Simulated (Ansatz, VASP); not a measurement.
# Two plane-wave programs on Cu

Contents of INCAR:

```
SYSTEM = Cu
ALGO = Fast
EDIFF = 1E-7
ENCUT = 520
GGA = PE
ISIF = 2
ISMEAR = 0
LASPH = .True.
LCHARG = .False.
LREAL = .False.
LWAVE = .False.
NBANDS = 12
NELM = 100
PREC = Accurate
SIGMA = 0.15
```

KPOINTS

```
k-points
0
Gamma
  22 22 22
  0 0 0
```

The input POSCAR:

```
Cu
1.0
   -0.0903750000      1.8075000000      1.8075000000
    1.7171250000      0.0000000000      1.7171250000
    1.8075000000      1.8075000000     -0.0903750000
Cu
1
Direct
    0.0000000000      0.0000000000      0.0000000000
```

Input for Ansatz:

```yaml
crystal:
  lattice:
    - [-0.090375, 1.8075, 1.8075]
    - [1.717125, 0.0, 1.717125]
    - [1.8075, 1.8075, -0.090375]
  atoms:
    - { symbol: Cu, position: [0.0, 0.0, 0.0] }
basis:
  ecutwfc: 420
kpoints:
  mp_grid: { grid: [22, 22, 22] }
hamiltonian:
  xc: pbe
scf:
  occupations: { method: gaussian, width: 0.15 }
output:
  forces: true
  stress: true
  eigenvalues: true
```

Change from the starting cell: strain -0.1000 x Voigt [0, 0, 0, 0, 1, 0], atoms carried along.

Alike in both runs: task single point; functional PBE; k mesh 22 × 22 × 22; occupations gaussian, width 0.15 eV; no spin polarisation.

|  | VASP | Ansatz |
| --- | --- | --- |
| version | VASP 6.6.1 | Ansatz 0.2.0 |
| potentials or method | VASP PAW PBE potentials, release 64 (Cu), cutoff 520 eV | scalar-relativistic, plane waves, PAW |
| valence electrons in the cell | 11 | 19 |

Ansatz gave:

- gap on the k mesh at the Fermi level (eV): none
- pressure (GPa): 3.4
- traceless stress, the component that is largest in VASP (GPa): 8.45

Question: Estimate VASP's values.

Answer: gap on the k mesh at the Fermi level (eV): none; pressure (GPa): 4.0; traceless stress, the component that is largest in VASP (GPa): 8.42.

A gap of «none» marks a metal or a gap that the smearing closes. VASP's potentials hold 11 valence electrons a cell and Ansatz's 19, so a difference there can come from the potentials and not from the codes.
